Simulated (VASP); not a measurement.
RbZnI3, 5 atoms in the cell. It takes space group Pm-3m (No. 221, cubic). Conventional cell: a = 5.664 Å, b = 5.664 Å, c = 5.664 Å, α = 90.00°, β = 90.00°, γ = 90.00°. Within 5.3 Å of Rb (site symmetry m-3m) lie 12 I at 4.01 Å and 8 Zn at 4.91 Å. Zn (site symmetry m-3m) has 6 I at 2.83 Å within 3.7 Å. I (site symmetry 4/mmm) has 2 Zn at 2.83 Å within 3.7 Å.  This cell differs from its parent crystal: volume changed by -3%.

```yaml
Program: VASP 6.6.1
Task: single point
Functional: r2SCAN
Potentials_or_basis: VASP PAW PBE potentials, release 64 (Rb_sv, Zn, I)
Cutoff: 520 eV
k_mesh: 4 × 4 × 4
Occupations: fermi-dirac, width 0.02 eV
Spin: no spin polarisation
Dipole_correction: no
Further_INCAR_settings: ALGO = Normal; EDIFF = 1e-06; NBANDS = 29
```

Potentials or basis: VASP PAW PBE potentials, release 64 (Rb_sv, Zn, I).

Launch:

```console
$ cat potpaw_PBE.64/Rb_sv/POTCAR potpaw_PBE.64/Zn/POTCAR potpaw_PBE.64/I/POTCAR > POTCAR
$ cp INCAR.step1 INCAR
$ mpirun -np 1 vasp_std > vasp.out
$ cp INCAR.step2 INCAR
$ mpirun -np 1 vasp_std > vasp.out
```

Hardware: 1 thread of Intel(R) Xeon(R) Platinum 8259CL CPU @ 2.50GHz (Skylake/Cascade Lake), with other jobs on the host.

How long does it take, and how much memory?

Run time: 3.2 min on 1 thread of Intel(R) Xeon(R) Platinum 8259CL CPU @ 2.50GHz (Skylake/Cascade Lake) (shared host), peak memory 0.31 GiB. Counts: k points 10.
